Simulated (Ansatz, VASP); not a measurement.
## One calculation of Ta, two programs

```
CELL_PARAMETERS angstrom
-1.62896 1.62896 1.62896
1.62896 -1.62896 1.62896
1.62896 1.62896 -1.62896
ATOMIC_POSITIONS crystal
Ta 0.00000 0.00000 0.00000
```

Change from the starting cell: volume scaled by 0.96.

Alike in both runs: task single point; functional PBEsol; k mesh 17 × 17 × 17; occupations fermi-dirac, width 0.08 eV; no spin polarisation.

|  | VASP | Ansatz |
| --- | --- | --- |
| version | VASP 6.6.1 | Ansatz 0.2.0 |
| potentials or method | VASP PAW PBE potentials, release 64 (Ta_pv), cutoff 520 eV | all-electron LAPW, scalar-relativistic |

Ansatz gave:

- pressure (GPa): 4.6

**Question.** Which values does VASP return?

**Answer.** Pressure (GPa): 5.0.

VASP's potentials were made for PBE, not for PBEsol. Ansatz ran all-electron here, and VASP with PAW potentials.

Neither program's run includes spin-orbit coupling.
